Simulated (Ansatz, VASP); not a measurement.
**Two plane-wave programs on CdS**

Contents of POSCAR:

```
CdS
1.0
    0.0000000000      2.9165000000      2.9165000000
    2.9165000000      0.0000000000      2.9165000000
    2.9165000000      2.9165000000      0.0000000000
Cd S
1 1
Direct
    0.0000000000      0.0000000000      0.0000000000
    0.2500000000      0.2500000000      0.2500000000
```

File INCAR.step1:

```
  PREC = Accurate
  ENCUT = 520
  ISMEAR = -1
  SIGMA = 0.02
  LREAL = F
  LASPH = T
  NELM = 60
  NBANDS = 16
  GGA = PE
  ALGO = Normal
  EDIFF = 1E-4
  LWAVE = T
  LCHARG = F
```

The input INCAR.step2:

```
  PREC = Accurate
  ENCUT = 520
  EDIFF = 1E-6
  ISMEAR = -1
  SIGMA = 0.02
  LREAL = F
  LASPH = T
  NELM = 60
  ALGO = Normal
  ISIF = 2
  LWAVE = F
  LCHARG = F
  METAGGA = R2SCAN
  LMIXTAU = T
  NBANDS = 16
  ISTART = 1
```

The input KPOINTS:

```
regular mesh
0
Gamma
  6 6 6
```

Input for Ansatz:

```yaml
crystal:
  lattice:
    - [0.0, 2.9165, 2.9165]
    - [2.9165, 0.0, 2.9165]
    - [2.9165, 2.9165, 0.0]
  atoms:
    - { symbol: Cd, position: [0.0, 0.0, 0.0] }
    - { symbol: S, position: [0.25, 0.25, 0.25] }
basis:
  ecutwfc: 550.0
kpoints:
  mp_grid:
    grid: [6, 6, 6]
hamiltonian:
  xc: r2scan
  pseudopotentials:
    kind: paw
scf:
  occupations:
    method: fermi_dirac
    width: 0.02
output:
  stress: true
```

Alike in both runs: task single point; functional r2SCAN; k mesh 6 × 6 × 6; occupations fermi-dirac, width 0.02 eV; no spin polarisation.

```csv
,VASP,Ansatz
version,VASP 6.6.1,Ansatz 0.2.0
potentials or method,"VASP PAW PBE potentials, release 64 (Cd, S), cutoff 520 eV","plane waves, PAW"
valence electrons in the cell,18,26
```

```tsv
	VASP	Ansatz	Ansatz less VASP
pressure (GPa)	1.8	1.5	-0.34
```

VASP's potentials were made for PBE, not for r2SCAN. The functional is the same, so the differences come from potentials, cutoffs and numerics. VASP's potentials hold 18 valence electrons a cell and Ansatz's 26, so a difference there can come from the potentials and not from the codes.
